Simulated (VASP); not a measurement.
# Br (Pm-3m) in VASP: single point with LDA

Aim: the single point of Br with LDA.

Everything below comes from runs of VASP 6.6.1. Logs are shortened: lines on timing, memory, paths and dates and some standing lists are left out, and cuts for length are marked.

## Step 1: The cell of the first run

The structure is cubic, space group Pm-3m (No. 221). Conventional cell: a = 4.635 Å, b = 4.635 Å, c = 4.635 Å, α = 90.00°, β = 90.00°, γ = 90.00°. Within 4.3 Å of Br (site symmetry 4/mmm) lie 8 Br at 3.28 Å.

## Step 2: Single point, LDA, collinear spin (strained)

Contents of INCAR:

```
SYSTEM = Br
PREC = Accurate ; ENCUT = 520
EDIFF = 1E-7 ; ISMEAR = 0
SIGMA = 0.1 ; LREAL = .FALSE.
LASPH = .TRUE. ; NELM = 150
ALGO = Normal ; ISIF = 2
LWAVE = .FALSE. ; LCHARG = .TRUE.
ISPIN = 2 ; MAGMOM = 1 1 1
LORBIT = 11 ; LELF = .TRUE.
LVHAR = .TRUE. ; NBANDS = 22
```

Contents of KPOINTS:

```
Automatic mesh
0
G
  10 10 10
  0 0 0
```

Contents of POSCAR:

```
Br
1.0
    4.6348352940      0.0000000000      0.0000000000
    0.0000000000      4.6348352940      0.0000000000
    0.0000000000      0.0000000000      4.6348352940
Br
3
Direct
    0.5000000000      0.0000000000      0.0000000000
    0.0000000000      0.5000000000      0.0000000000
    0.0000000000      0.0000000000      0.5000000000
```

Potentials or basis: VASP PAW LDA potentials, release 64 (Br).

Launch:

```bash
> cat potpaw_LDA.64/Br/POTCAR > POTCAR
> mpirun -np 1 vasp_std > vasp.out
```

OUTCAR:

```text
SYSTEM = Br
   PREC = Accurate
   ENCUT = 520
   EDIFF = 1E-7
   ISMEAR = 0
   LREAL = .FALSE.
   LASPH = .TRUE.
   NELM = 150
   ISIF = 2
   ISPIN = 2
   LORBIT = 11

 ion  position               nearest neighbor table
   1  0.500  0.000  0.000-
   2  0.000  0.500  0.000-
   3  0.000  0.000  0.500-

  LATTYP: Found a simple cubic cell.
 ALAT       =     4.6348352940

  Lattice vectors:

 A1 = (   4.6348352940,   0.0000000000,   0.0000000000)
 A2 = (   0.0000000000,   4.6348352940,   0.0000000000)
 A3 = (   0.0000000000,   0.0000000000,   4.6348352940)

Analysis of symmetry for initial positions (statically):
=====================================================================
 Subroutine PRICEL returns:
 Original cell was already a primitive cell.

 Routine SETGRP: Setting up the symmetry group for a
 simple cubic supercell.

 Subroutine GETGRP returns: Found 48 space group operations
 (whereof 48 operations were pure point group operations)
 out of a pool of 48 trial point group operations.

The static configuration has the point symmetry O_h .

Analysis of symmetry for dynamics (positions and initial velocities):
=====================================================================
 Subroutine PRICEL returns:
 Original cell was already a primitive cell.

 Routine SETGRP: Setting up the symmetry group for a
 simple cubic supercell.

 Subroutine GETGRP returns: Found 48 space group operations
 (whereof 48 operations were pure point group operations)
 out of a pool of 48 trial point group operations.

The dynamic configuration has the point symmetry O_h .

Analysis of structural, dynamic, and magnetic symmetry:
=====================================================================
 Subroutine PRICEL returns:
 Original cell was already a primitive cell.

 Routine SETGRP: Setting up the symmetry group for a
 simple cubic supercell.

 Subroutine GETGRP returns: Found 48 space group operations
 (whereof 48 operations were pure point group operations)
 out of a pool of 48 trial point group operations.

The overall configuration has the point symmetry O_h .

 Subroutine INISYM returns: Found 48 space group operations
 (whereof 48 operations are pure point group operations),
 and found     1 'primitive' translations

----------------------------------------------------------------------------------------

                                     Primitive cell

  volume of cell :      99.5641

  direct lattice vectors                    reciprocal lattice vectors
     4.634835294  0.000000000  0.000000000     0.215757397  0.000000000  0.000000000
     0.000000000  4.634835294  0.000000000     0.000000000  0.215757397  0.000000000
     0.000000000  0.000000000  4.634835294     0.000000000  0.000000000  0.215757397

  length of vectors
     4.634835294  4.634835294  4.634835294     0.215757397  0.215757397  0.215757397

  position of ions in fractional coordinates (direct lattice)
     0.500000000  0.000000000  0.000000000
     0.000000000  0.500000000  0.000000000
     0.000000000  0.000000000  0.500000000

  ion indices of the primitive-cell ions
   primitive index   ion index
                 1           1
                 2           2
                 3           3

----------------------------------------------------------------------------------------

 KPOINTS: Automatic mesh

Automatic generation of k-mesh.
 Grid dimensions read from file:
 generate k-points for:   10   10   10

 Generating k-lattice:

  Cartesian coordinates                     Fractional coordinates (reciprocal lattice)
     0.021575740  0.000000000  0.000000000     0.100000000  0.000000000  0.000000000
     0.000000000  0.021575740  0.000000000     0.000000000  0.100000000  0.000000000
     0.000000000  0.000000000  0.021575740     0.000000000  0.000000000  0.100000000

  Length of vectors
     0.021575740  0.021575740  0.021575740

  Shift w.r.t. Gamma in fractional coordinates (k-lattice)
     0.000000000  0.000000000  0.000000000

 Subroutine IBZKPT returns following result:
 ===========================================

 Found     56 irreducible k-points:

 Following reciprocal coordinates:
            Coordinates               Weight
  0.000000  0.000000  0.000000      1.000000
  0.100000  0.000000  0.000000      6.000000
  0.200000  0.000000  0.000000      6.000000
  0.300000  0.000000  0.000000      6.000000
  0.400000  0.000000  0.000000      6.000000
  0.500000  0.000000  0.000000      3.000000
[... 16 lines left out ...]
  0.200000  0.100000  0.100000     24.000000
  0.300000  0.100000  0.100000     24.000000
 [... further k-points ...]
   k-points           NKPTS =     56   k-points in BZ     NKDIM =     56   number of bands    NBANDS=     22
   number of dos      NEDOS =    301   number of ions     NIONS =      3
   total plane-waves  NPLWV =  46656
   dimension x,y,z NGX =    36 NGY =   36 NGZ =   36
   dimension x,y,z NGXF=    72 NGYF=   72 NGZF=   72
   ions per type =               3
   NGX,Y,Z   is equivalent  to a cutoff of  12.91, 12.91, 12.91 a.u.
   NGXF,Y,Z  is equivalent  to a cutoff of  25.83, 25.83, 25.83 a.u.
 SYSTEM =  Br
   PREC   = accura    normal or accurate (medium, high low for compatibility)
   ISTART =      0    job   : 0-new  1-cont  2-samecut
   ICHARG =      2    charge: 1-file 2-atom 10-const
   ISPIN  =      2    spin polarized calculation?
   LNONCOLLINEAR =      F non collinear calculations
   LSORBIT =      F    spin-orbit coupling
   LASPH  =      T    aspherical Exc in radial PAW
   ENCUT  =  520.0 eV  38.22 Ry    6.18 a.u.   8.62  8.62  8.62*2*pi/ulx,y,z
   NELM   =    150;   NELMIN=  2; NELMDL= -5     # of ELM steps
   EDIFF  = 0.1E-06   stopping-criterion for ELM
   LREAL  =      F    real-space projection
   EDIFFG = 0.1E-05   stopping-criterion for IOM
   NSW    =      0    number of steps for IOM
   IBRION =     -1    ionic relax: 0-MD 1-quasi-New 2-CG
   NFREE  =      0    steps in history (QN), initial steepest desc. (CG)
   ISIF   =      2    stress and relaxation
   ISYM   =      2    0-nonsym 1-usesym 2-fastsym
   POTIM  = 0.5000    time-step for ionic-motion
   TEBEG  =    0.0;   TEEND  =   0.0 temperature during run
   PSTRESS=    0.0 pullay stress
   NELECT =      21.0000    total number of electrons
   NUPDOWN=      -1.0000    fix difference up-down
   EMIN   =  10.00;   EMAX   =-10.00  energy-range for DOS
   EFERMI =   0.00;   METHOD = LEGACY
   ISMEAR =     0;   SIGMA  =   0.10  broadening in eV -4-tet -1-fermi 0-gaus
   EFERMI_NEDOS =   21; number of points for ismear=-14 and -15
   IALGO  =     38    algorithm
   IMIX   =      4    mixing-type and parameters
     AMIX     =   0.40;   BMIX     =  1.00
     AMIX_MAG =   1.60;   BMIX_MAG =  1.00
  volume/ion in A,a.u.               =      33.19       223.96
  Fermi-wavevector in a.u.,A,eV,Ry     =   0.974497  1.841531 12.920684  0.949643
  Thomas-Fermi vector in A             =   2.104961
   LORBIT       =     11    0 simple, 1 ext, 2 COOP (PROOUT), +10 PAW based schemes
   GGA     = CA    functional components
   LHFCALC =     F    Hartree Fock is set to
   AEXX    =    0.0000 exact exchange contribution
   IVDW    =     0    specifies the selected vdW correction
   LEPSILON=     F    determine dielectric tensor
   LRPA    =     F    only Hartree local field effects (RPA)
 spin polarized calculation
 Gauss-broadening in eV      SIGMA  =   0.10
  energy-cutoff  :      520.00
  volume of cell :       99.56
 maximum number of plane-waves:      2730
 NGX is ok and might be reduce to    36
   NGX = 17   NGY = 17   NGZ = 17

 number of electron      21.0000006 magnetization       0.0011551

 Free energy of the ion-electron system (eV)
  ---------------------------------------------------
  ext. energy  EPLUGINS =         0.00000000
  ---------------------------------------------------
  free energy    TOTEN  =        -4.56981982 eV

  energy without entropy =       -4.53447154  energy(sigma->0) =       -4.55214568

 E-fermi :  -0.0901     XC(G=0):  -8.4502

 val. band max:       -0.1048578182   @ k =   0.4000   0.1000   0.1000
 cond. band min:      -0.0869038001   @ k =   0.3000   0.0000   0.0000
 fundamental gap:      0.0179540181
 Fermi energy:        -0.0900964219

 spin component 1

 k-point     1 :       0.0000    0.0000    0.0000
  band No.  band energies     occupation
      1     -15.1519      1.00000
      2     -13.5005      1.00000
      3     -13.5005      1.00000
      4      -3.6473      1.00000
      5      -3.6473      1.00000
      6      -3.6473      1.00000
[... 14 lines left out ...]
     21      13.8405      0.00000
     22      13.8405      0.00000

 k-point     2 :       0.1000    0.0000    0.0000
  band No.  band energies     occupation
      1     -15.1216      1.00000
      2     -13.5438      1.00000
      3     -13.4983      1.00000
      4      -3.6060      1.00000
      5      -3.6060      1.00000
      6      -3.5859      1.00000
[... 14 lines left out ...]
     21      13.3178      0.00000
     22      13.5136      0.00000

 k-point     3 :       0.2000    0.0000    0.0000
  band No.  band energies     occupation
      1     -15.0339      1.00000
      2     -13.6653      1.00000
      3     -13.4924      1.00000
      4      -3.4872      1.00000
      5      -3.4872      1.00000
      6      -3.4042      1.00000
[... 14 lines left out ...]
     21      12.7996      0.00000
     22      12.9372      0.00000
[... 476 lines left out ...]
 k-point    23 :       0.2000    0.1000    0.1000
  band No.  band energies     occupation
      1     -14.9762      1.00000
      2     -13.6744      1.00000
      3     -13.5535      1.00000
      4      -3.7381      1.00000
      5      -3.2817      1.00000
      6      -3.1149      1.00000
[... 14 lines left out ...]
     21      12.9639      0.00000
     22      13.2349      0.00000

 k-point    24 :       0.3000    0.1000    0.1000
  band No.  band energies     occupation
      1     -14.8446      1.00000
      2     -13.8411      1.00000
      3     -13.5455      1.00000
      4      -3.6359      1.00000
      5      -3.1078      1.00000
      6      -2.8115      1.00000
[... 14 lines left out ...]
     21      12.7893      0.00000
     22      12.8975      0.00000

 [... further k-points ...]

 spin component 2

 k-point     1 :       0.0000    0.0000    0.0000
  band No.  band energies     occupation
      1     -15.1516      1.00000
      2     -13.5002      1.00000
      3     -13.5002      1.00000
      4      -3.6470      1.00000
      5      -3.6470      1.00000
      6      -3.6470      1.00000
[... 14 lines left out ...]
     21      13.8405      0.00000
     22      13.8405      0.00000

 k-point     2 :       0.1000    0.0000    0.0000
  band No.  band energies     occupation
      1     -15.1214      1.00000
      2     -13.5435      1.00000
      3     -13.4980      1.00000
      4      -3.6057      1.00000
      5      -3.6057      1.00000
      6      -3.5857      1.00000
[... 14 lines left out ...]
     21      13.3179      0.00000
     22      13.5136      0.00000

 k-point     3 :       0.2000    0.0000    0.0000
  band No.  band energies     occupation
      1     -15.0337      1.00000
      2     -13.6650      1.00000
      3     -13.4921      1.00000
      4      -3.4869      1.00000
      5      -3.4869      1.00000
      6      -3.4039      1.00000
[... 14 lines left out ...]
     21      12.7997      0.00000
     22      12.9373      0.00000
[... 476 lines left out ...]
 k-point    23 :       0.2000    0.1000    0.1000
  band No.  band energies     occupation
      1     -14.9760      1.00000
      2     -13.6741      1.00000
      3     -13.5532      1.00000
      4      -3.7379      1.00000
      5      -3.2815      1.00000
      6      -3.1147      1.00000
[... 14 lines left out ...]
     21      12.9640      0.00000
     22      13.2350      0.00000

 k-point    24 :       0.3000    0.1000    0.1000
  band No.  band energies     occupation
      1     -14.8444      1.00000
      2     -13.8409      1.00000
      3     -13.5453      1.00000
      4      -3.6356      1.00000
      5      -3.1075      1.00000
      6      -2.8112      1.00000
[... 14 lines left out ...]
     21      12.7895      0.00000
     22      12.8976      0.00000

 [... further k-points ...]

------------------------ aborting loop because EDIFF is reached ----------------------------------------

  FORCE on cell =-STRESS in cart. coord.  units (eV):
  Direction    XX          YY          ZZ          XY          YZ          ZX
  --------------------------------------------------------------------------------------
  -------------------------------------------------------------------------------------
  Total       -2.7509047     -2.7509047     -2.7509047      0.0000000      0.0000000      0.0000000
  in kB      -44.2673188    -44.2673188    -44.2673188      0.0000000      0.0000000      0.0000000
  external PRESSURE =     -44.2673188 kB  Pullay stress =       0.0000000 kB

 VOLUME and BASIS-vectors are now :
 -----------------------------------------------------------------------------
  energy-cutoff  :      520.00
  volume of cell :       99.56
      direct lattice vectors                 reciprocal lattice vectors
     4.634835294  0.000000000  0.000000000     0.215757397  0.000000000  0.000000000
     0.000000000  4.634835294  0.000000000     0.000000000  0.215757397  0.000000000
     0.000000000  0.000000000  4.634835294     0.000000000  0.000000000  0.215757397

 POSITION                                       TOTAL-FORCE (eV/Angst)
 -----------------------------------------------------------------------------------
      2.31742      0.00000      0.00000         0.000000      0.000000      0.000000
      0.00000      2.31742      0.00000         0.000000      0.000000      0.000000
      0.00000      0.00000      2.31742         0.000000      0.000000      0.000000
 -----------------------------------------------------------------------------------
    total drift:                                0.000000      0.000000     -0.000000

  FREE ENERGIE OF THE ION-ELECTRON SYSTEM (eV)
  ---------------------------------------------------
  free  energy   TOTEN  =        -4.5698198170 eV

  energy  without entropy=       -4.5344715441  energy(sigma->0) =       -4.55214568

 total charge

# of ion       s       p       d       tot
------------------------------------------
    1        1.647   2.985   0.015   4.646
    2        1.647   2.985   0.015   4.646
    3        1.647   2.985   0.015   4.646
--------------------------------------------------
tot          4.940   8.956   0.044  13.939

 magnetization (x)

# of ion       s       p       d       tot
------------------------------------------
    1        0.000   0.000   0.000   0.000
    2        0.000   0.000   0.000   0.000
    3        0.000   0.000   0.000   0.000
--------------------------------------------------
tot          0.000   0.001   0.000   0.001
```

It took 2.4 min on 1 thread of AMD EPYC 9R45 (Zen 5), shared host; peak memory 0.26 GiB.

What came out:

```yaml
Free_energy: -4.5698 eV
Pressure: -4.4 GPa
Net_moment: 0.00 μB per cell
Valence_electrons_inside_the_program's_atomic_spheres: Br 4.65
```

Levels at points of the mesh, in eV from the Fermi level:
Spin up:
| k point | band 8 | band 9 | band 10 | band 11 | band 12 | band 13 |
| --- | --- | --- | --- | --- | --- | --- |
| (0.00, 0.00, 0.00) | -0.91 | -0.91 | 0.30 | 0.30 | 0.30 | 4.88 |
| (0.50, 0.00, 0.00) | -1.65 | -1.65 | -1.36 | -0.08 | -0.08 | 7.15 |
| (0.50, 0.50, 0.00) | -1.78 | -1.59 | -1.59 | 0.21 | 0.49 | 7.86 |
| (0.50, 0.50, 0.50) | 0.26 | 0.26 | 0.51 | 0.51 | 0.51 | 5.38 |
Spin down:
```csv
k point,band 8,band 9,band 10,band 11,band 12,band 13
"(0.00, 0.00, 0.00)",-0.91,-0.91,0.30,0.30,0.30,4.88
"(0.50, 0.00, 0.00)",-1.65,-1.65,-1.36,-0.08,-0.08,7.15
"(0.50, 0.50, 0.00)",-1.78,-1.59,-1.59,0.21,0.49,7.86
"(0.50, 0.50, 0.50)",0.26,0.26,0.51,0.51,0.51,5.38
```

Caveat: the cell differs from its parent crystal (strained); the cell stands under tension.
